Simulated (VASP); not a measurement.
# TaGe2N3 (P6/mmm) in VASP: further runs

TaGe2N3 is run at these levels: PBE; tasks: single point, relaxation of cell and atoms.

Everything below comes from runs of VASP 6.6.1. Logs are shortened: lines on timing, memory, paths and dates and some standing lists are left out, and cuts for length are marked.

**1. The cell of the first run**

Symmetry: P6/mmm, No. 191, hexagonal system. Conventional cell: a = 5.388 Å, b = 5.388 Å, c = 3.746 Å, α = 90.00°, β = 90.00°, γ = 120.00°. Within 2.5 Å of Ta (site symmetry 6/mmm) lie 2 N at 1.87 Å. Within 2.5 Å of Ge (site symmetry -6m2) lie 2 N at 1.87 Å. Within 2.5 Å of N (site symmetry -6m2) lie 2 Ge at 1.87 Å. Within 2.5 Å of N (site symmetry 6/mmm) lie 2 Ta at 1.87 Å.

The cell was built from a structure type or drawn by symmetry, and may not be a known phase.

**2. Single point, PBE**

File INCAR:

```
ALGO = Normal
EDIFF = 1E-6
ENCUT = 520
GGA = PE
ISIF = 2
ISMEAR = 0
LASPH = T
LCHARG = F
LREAL = F
LWAVE = F
NBANDS = 36
NELM = 60
PREC = Accurate
SIGMA = 0.1
```

File KPOINTS:

```
k-points
0
Gamma
  9 9 10
```

File POSCAR:

```
TaGe2N3
1.0
    5.3877319671      0.0000000000      0.0000000000
   -2.6938659836      4.6659127522      0.0000000000
    0.0000000000      0.0000000000      3.7462929238
Ta Ge N
1 2 3
Direct
    0.0000000000      0.0000000000      0.0000000000
    0.3333333333      0.6666666667      0.0000000000
    0.6666666667      0.3333333333      0.0000000000
    0.3333333333      0.6666666667      0.5000000000
    0.6666666667      0.3333333333      0.5000000000
    0.0000000000      0.0000000000      0.5000000000
```

Potentials or basis: VASP PAW PBE potentials, release 64 (Ta_pv, Ge_d, N).

Launch:

```console
$ cat potpaw_PBE.64/Ta_pv/POTCAR potpaw_PBE.64/Ge_d/POTCAR potpaw_PBE.64/N/POTCAR > POTCAR
$ mpirun -np 1 vasp_std > vasp.out
```

OUTCAR:

```text
EDIFF = 1E-6
   ENCUT = 520
   GGA = PE
   ISIF = 2
   ISMEAR = 0
   LASPH = T
   LREAL = F
   NELM = 60
   PREC = Accurate

 ion  position               nearest neighbor table
   1  0.000  0.000  0.000-   6 1.87   6 1.87   2 3.11   3 3.11   2 3.11   3 3.11   3 3.11   2 3.11

   2  0.333  0.667  0.000-   4 1.87   4 1.87   1 3.11   1 3.11   1 3.11
   3  0.667  0.333  0.000-   5 1.87   5 1.87   1 3.11   1 3.11   1 3.11
   4  0.333  0.667  0.500-   2 1.87   2 1.87
   5  0.667  0.333  0.500-   3 1.87   3 1.87
   6  0.000  0.000  0.500-   1 1.87   1 1.87

  LATTYP: Found a hexagonal cell.
 ALAT       =     5.3877319671
 C/A-ratio  =     0.6953376572

  Lattice vectors:

 A1 = (   5.3877319671,   0.0000000000,   0.0000000000)
 A2 = (  -2.6938659836,   4.6659127522,   0.0000000000)
 A3 = (   0.0000000000,   0.0000000000,   3.7462929238)

Analysis of symmetry for initial positions (statically):
=====================================================================
 Subroutine PRICEL returns:
 Original cell was already a primitive cell.

 Routine SETGRP: Setting up the symmetry group for a
 hexagonal supercell.

 Subroutine GETGRP returns: Found 24 space group operations
 (whereof 24 operations were pure point group operations)
 out of a pool of 24 trial point group operations.

The static configuration has the point symmetry D_6h.

Analysis of symmetry for dynamics (positions and initial velocities):
=====================================================================
 Subroutine PRICEL returns:
 Original cell was already a primitive cell.

 Routine SETGRP: Setting up the symmetry group for a
 hexagonal supercell.

 Subroutine GETGRP returns: Found 24 space group operations
 (whereof 24 operations were pure point group operations)
 out of a pool of 24 trial point group operations.

The dynamic configuration has the point symmetry D_6h.

 Subroutine INISYM returns: Found 24 space group operations
 (whereof 24 operations are pure point group operations),
 and found     1 'primitive' translations

----------------------------------------------------------------------------------------

                                     Primitive cell

  volume of cell :      94.1769

  direct lattice vectors                    reciprocal lattice vectors
     5.387731967  0.000000000  0.000000000     0.185606858  0.107160169  0.000000000
    -2.693865984  4.665912752  0.000000000     0.000000000  0.214320338  0.000000000
     0.000000000  0.000000000  3.746292924     0.000000000  0.000000000  0.266930542

  length of vectors
     5.387731967  5.387731967  3.746292924     0.214320338  0.214320338  0.266930542

  position of ions in fractional coordinates (direct lattice)
     0.000000000  0.000000000  0.000000000
     0.333333333  0.666666667  0.000000000
     0.666666667  0.333333333  0.000000000
     0.333333333  0.666666667  0.500000000
     0.666666667  0.333333333  0.500000000
     0.000000000  0.000000000  0.500000000

  ion indices of the primitive-cell ions
   primitive index   ion index
                 1           1
                 2           2
                 3           3
                 4           4
                 5           5
                 6           6

----------------------------------------------------------------------------------------

 KPOINTS: k-points

Automatic generation of k-mesh.
 Grid dimensions read from file:
 generate k-points for:    9    9   10

 Generating k-lattice:

  Cartesian coordinates                     Fractional coordinates (reciprocal lattice)
     0.020622984  0.011906685  0.000000000     0.111111111  0.000000000  0.000000000
     0.000000000  0.023813371  0.000000000     0.000000000  0.111111111  0.000000000
     0.000000000  0.000000000  0.026693054     0.000000000  0.000000000  0.100000000

  Length of vectors
     0.023813371  0.023813371  0.026693054

  Shift w.r.t. Gamma in fractional coordinates (k-lattice)
     0.000000000  0.000000000  0.000000000

 Subroutine IBZKPT returns following result:
 ===========================================

 Found     72 irreducible k-points:

 Following reciprocal coordinates:
            Coordinates               Weight
  0.000000  0.000000  0.000000      1.000000
  0.111111  0.000000  0.000000      6.000000
  0.222222  0.000000  0.000000      6.000000
  0.333333  0.000000  0.000000      6.000000
  0.444444  0.000000  0.000000      6.000000
  0.111111  0.111111  0.000000      6.000000
[... 16 lines left out ...]
  0.333333  0.222222  0.100000     24.000000
  0.333333  0.333333  0.100000      4.000000
 [... further k-points ...]
   k-points           NKPTS =     72   k-points in BZ     NKDIM =     72   number of bands    NBANDS=     36
   number of dos      NEDOS =    301   number of ions     NIONS =      6
   total plane-waves  NPLWV =  44800
   dimension x,y,z NGX =    40 NGY =   40 NGZ =   28
   dimension x,y,z NGXF=    80 NGYF=   80 NGZF=   56
   ions per type =               1   2   3
   NGX,Y,Z   is equivalent  to a cutoff of  12.34, 12.34, 12.43 a.u.
   NGXF,Y,Z  is equivalent  to a cutoff of  24.69, 24.69, 24.85 a.u.
 SYSTEM =  unknown system
   PREC   = accura    normal or accurate (medium, high low for compatibility)
   ISTART =      0    job   : 0-new  1-cont  2-samecut
   ICHARG =      2    charge: 1-file 2-atom 10-const
   ISPIN  =      1    spin polarized calculation?
   LNONCOLLINEAR =      F non collinear calculations
   LSORBIT =      F    spin-orbit coupling
   LASPH  =      T    aspherical Exc in radial PAW
   ENCUT  =  520.0 eV  38.22 Ry    6.18 a.u.  10.02 10.02  6.97*2*pi/ulx,y,z
   NELM   =     60;   NELMIN=  2; NELMDL= -5     # of ELM steps
   EDIFF  = 0.1E-05   stopping-criterion for ELM
   LREAL  =      F    real-space projection
   EDIFFG = 0.1E-04   stopping-criterion for IOM
   NSW    =      0    number of steps for IOM
   IBRION =     -1    ionic relax: 0-MD 1-quasi-New 2-CG
   NFREE  =      0    steps in history (QN), initial steepest desc. (CG)
   ISIF   =      2    stress and relaxation
   ISYM   =      2    0-nonsym 1-usesym 2-fastsym
   POTIM  = 0.5000    time-step for ionic-motion
   TEBEG  =    0.0;   TEEND  =   0.0 temperature during run
   PSTRESS=    0.0 pullay stress
   NELECT =      54.0000    total number of electrons
   NUPDOWN=      -1.0000    fix difference up-down
   EMIN   =  10.00;   EMAX   =-10.00  energy-range for DOS
   EFERMI =   0.00;   METHOD = LEGACY
   ISMEAR =     0;   SIGMA  =   0.10  broadening in eV -4-tet -1-fermi 0-gaus
   EFERMI_NEDOS =   21; number of points for ismear=-14 and -15
   IALGO  =     38    algorithm
   IMIX   =      4    mixing-type and parameters
     AMIX     =   0.40;   BMIX     =  1.00
     AMIX_MAG =   1.60;   BMIX_MAG =  1.00
  volume/ion in A,a.u.               =      15.70       105.92
  Fermi-wavevector in a.u.,A,eV,Ry     =   1.360060  2.570140 25.167546  1.849762
  Thomas-Fermi vector in A             =   2.486754
   LORBIT       =      0    0 simple, 1 ext, 2 COOP (PROOUT), +10 PAW based schemes
   GGA     = PE    functional components
   LHFCALC =     F    Hartree Fock is set to
   AEXX    =    0.0000 exact exchange contribution
   IVDW    =     0    specifies the selected vdW correction
   LEPSILON=     F    determine dielectric tensor
   LRPA    =     F    only Hartree local field effects (RPA)
 non-spin polarized calculation
 Gauss-broadening in eV      SIGMA  =   0.10
  energy-cutoff  :      520.00
  volume of cell :       94.18
 maximum number of plane-waves:      2560
   NGX = 21   NGY = 21   NGZ = 13

 number of electron      53.9999984 magnetization

 Free energy of the ion-electron system (eV)
  ---------------------------------------------------
  ext. energy  EPLUGINS =         0.00000000
  ---------------------------------------------------
  free energy    TOTEN  =       -38.25602035 eV

  energy without entropy =      -38.23504119  energy(sigma->0) =      -38.24553077

 E-fermi :   3.5039     XC(G=0): -10.6448

 val. band max:        3.5016411757   @ k =   0.4444   0.1111   0.2000
 cond. band min:       3.5103981770   @ k =   0.1111   0.0000   0.5000
 fundamental gap:      0.0087570013
 Fermi energy:         3.5039237598

 k-point     1 :       0.0000    0.0000    0.0000
  band No.  band energies     occupation
      1     -31.3820      2.00000
      2     -31.3820      2.00000
      3     -31.1215      2.00000
      4     -20.8354      2.00000
      5     -20.8120      2.00000
      6     -20.7552      2.00000
[... 28 lines left out ...]
     35       8.2205      0.00000
     36       8.2205      0.00000

 k-point     2 :       0.1111    0.0000    0.0000
  band No.  band energies     occupation
      1     -31.3821      2.00000
      2     -31.3820      2.00000
      3     -31.1215      2.00000
      4     -20.8349      2.00000
      5     -20.8129      2.00000
      6     -20.7568      2.00000
[... 28 lines left out ...]
     35       8.6667      0.00000
     36       8.8704      0.00000

 k-point     3 :       0.2222    0.0000    0.0000
  band No.  band energies     occupation
      1     -31.3823      2.00000
      2     -31.3820      2.00000
      3     -31.1215      2.00000
      4     -20.8333      2.00000
      5     -20.8152      2.00000
      6     -20.7602      2.00000
[... 28 lines left out ...]
     35       9.3633      0.00000
     36      10.1071      0.00000
[... 742 lines left out ...]
 k-point    23 :       0.3333    0.2222    0.1000
  band No.  band energies     occupation
      1     -31.3818      2.00000
      2     -31.3815      2.00000
      3     -31.1316      2.00000
      4     -20.8218      2.00000
      5     -20.8171      2.00000
      6     -20.7702      2.00000
[... 28 lines left out ...]
     35       9.1390      0.00000
     36      10.4400      0.00000

 k-point    24 :       0.3333    0.3333    0.1000
  band No.  band energies     occupation
      1     -31.3817      2.00000
      2     -31.3817      2.00000
      3     -31.1316      2.00000
      4     -20.8196      2.00000
      5     -20.8196      2.00000
      6     -20.7716      2.00000
[... 28 lines left out ...]
     35       8.2562      0.00000
     36      10.2692      0.00000

 [... further k-points ...]
[... 5 lines left out ...]
  --------------------------------------------------------------------------------------
  -------------------------------------------------------------------------------------
  Total       -0.0739968     -0.0739968      0.3426819      0.0000000     -0.0000000      0.0000000
  in kB       -1.2588652     -1.2588652      5.8298512      0.0000000     -0.0000000      0.0000000
  external PRESSURE =       1.1040403 kB  Pullay stress =       0.0000000 kB

 VOLUME and BASIS-vectors are now :
 -----------------------------------------------------------------------------
  energy-cutoff  :      520.00
  volume of cell :       94.18
      direct lattice vectors                 reciprocal lattice vectors
     5.387731967  0.000000000  0.000000000     0.185606858  0.107160169  0.000000000
    -2.693865984  4.665912752  0.000000000     0.000000000  0.214320338  0.000000000
     0.000000000  0.000000000  3.746292924     0.000000000  0.000000000  0.266930542

 POSITION                                       TOTAL-FORCE (eV/Angst)
 -----------------------------------------------------------------------------------
      0.00000      0.00000      0.00000         0.000000      0.000000     -0.000000
     -0.00000      3.11061      0.00000        -0.000000      0.000000      0.000000
      2.69387      1.55530      0.00000         0.000000     -0.000000     -0.000000
     -0.00000      3.11061      1.87315         0.000000     -0.000000     -0.000000
      2.69387      1.55530      1.87315        -0.000000      0.000000      0.000000
      0.00000      0.00000      1.87315         0.000000      0.000000     -0.000000
 -----------------------------------------------------------------------------------
    total drift:                                0.000000     -0.000000     -0.000000

  FREE ENERGIE OF THE ION-ELECTRON SYSTEM (eV)
  ---------------------------------------------------
  free  energy   TOTEN  =       -38.2560203490 eV

  energy  without entropy=      -38.2350411931  energy(sigma->0) =      -38.24553077
```

Run time: 2.7 min. Hardware: 1 thread of AMD EPYC 9R45 (Zen 5), shared host; peak memory 0.32 GiB.

Results:

```
Free energy            : -38.2560 eV
Pressure               : 0.1 GPa
Band gap on the k mesh : zero (bands 27 and 28 overlap by 0.83 eV)
```

Stress tensor (GPa, compression positive):
```
-0.13  0.00  0.00
 0.00 -0.13  0.00
 0.00  0.00  0.58
```

Levels at points of the mesh, in eV from the Fermi level:
```csv
k point,band 25,band 26,band 27,band 28,band 29,band 30
"(0.00, 0.00, 0.00)",0.15,0.15,0.43,0.79,0.79,1.43
"(0.00, 0.00, 0.50)",-1.79,0.01,0.02,0.02,1.47,1.47
```

Caveat: spin-orbit coupling is left out, which moves the levels of the heavy elements.

[end of part 1 of 2]
